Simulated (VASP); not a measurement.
Input of a VASP 6.6.1 run:

POSCAR

```
SnO2
1.0
    0.0000000000      2.6094709804      2.5186335228
    2.6094709804      0.0000000000      2.5186335228
    2.6094709804      2.6094709804      0.0000000000
Sn O
1 2
Direct
    0.0000000000      0.0000000000      0.0000000000
    0.2500000000      0.2500000000      0.2500000000
    0.7500000000      0.7500000000      0.7500000000
```

INCAR.step1

```
  PREC = Accurate
  ENCUT = 520
  ISMEAR = -1
  SIGMA = 0.02
  LREAL = F
  LASPH = T
  NELM = 80
  NBANDS = 20
  GGA = PE
  ALGO = Normal
  EDIFF = 1E-4
  LWAVE = T
  LCHARG = F
```

INCAR.step2

```
  PREC = Accurate
  ENCUT = 520
  EDIFF = 1E-6
  ISMEAR = -1
  SIGMA = 0.02
  LREAL = F
  LASPH = T
  NELM = 80
  ALGO = Normal
  ISIF = 2
  LWAVE = F
  LCHARG = F
  METAGGA = R2SCAN
  LMIXTAU = T
  NBANDS = 20
  ISTART = 1
```

The input KPOINTS:

```
Automatic mesh
0
Gamma
  8 8 8
```

Potentials or basis: VASP PAW PBE potentials, release 64 (Sn_d, O).

Command:

```bash
$ cat potpaw_PBE.64/Sn_d/POTCAR potpaw_PBE.64/O/POTCAR > POTCAR
$ cp INCAR.step1 INCAR
$ mpirun -np 1 vasp_std > vasp.out
$ cp INCAR.step2 INCAR
$ mpirun -np 1 vasp_std > vasp.out
```

(1) What does it give for the pressure?

(2) Estimate the band gap on the k mesh.

Results:

(1) -9.4 GPa.

(2) 0.10 eV, indirect (least direct gap 1.20 eV).

Caveat: the cell differs from its parent crystal (epitaxial xy strain +3.0%); the PAW data sets were made with another functional, which shifts forces and pressure a little; spin-orbit coupling is left out, which moves the levels of the heavy elements.
